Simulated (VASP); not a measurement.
Input of a VASP 6.6.1 run:

Contents of INCAR:

```
  ALGO = Normal
  EDIFF = 1E-7
  ENCUT = 520
  GGA = PE
  ISIF = 2
  ISMEAR = -1
  ISPIN = 2
  LASPH = T
  LCHARG = T
  LELF = T
  LMAXMIX = 4
  LORBIT = 11
  LREAL = F
  LVHAR = T
  LWAVE = F
  MAGMOM = 2 0
  NBANDS = 18
  NELM = 150
  PREC = Accurate
  SIGMA = 0.05
```

KPOINTS

```
k-points
0
Gamma
  13 13 13
```

POSCAR

```
CoO
1.0
    0.0000000000      2.2114218429      2.2114218429
    2.2114218429      0.0000000000      2.2114218429
    2.2114218429      2.2114218429      0.0000000000
Co O
1 1
Direct
    0.0000000000      0.0000000000      0.0000000000
    0.2500000000      0.2500000000      0.2500000000
```

Potentials or basis: VASP PAW PBE potentials, release 64 (Co, O).

Command:

```sh
$ cat potpaw_PBE.64/Co/POTCAR potpaw_PBE.64/O/POTCAR > POTCAR
$ mpirun -np 1 vasp_std > vasp.out
```

(1) What does it give for the net moment?

(2) What does it give for the pressure?

Results:

(1) 2.46 μB per cell.

(2) 5.8 GPa.

Caveat: the cell stands under pressure; a cell with one magnetic atom can't hold antiferromagnetic order, which such compounds often take.
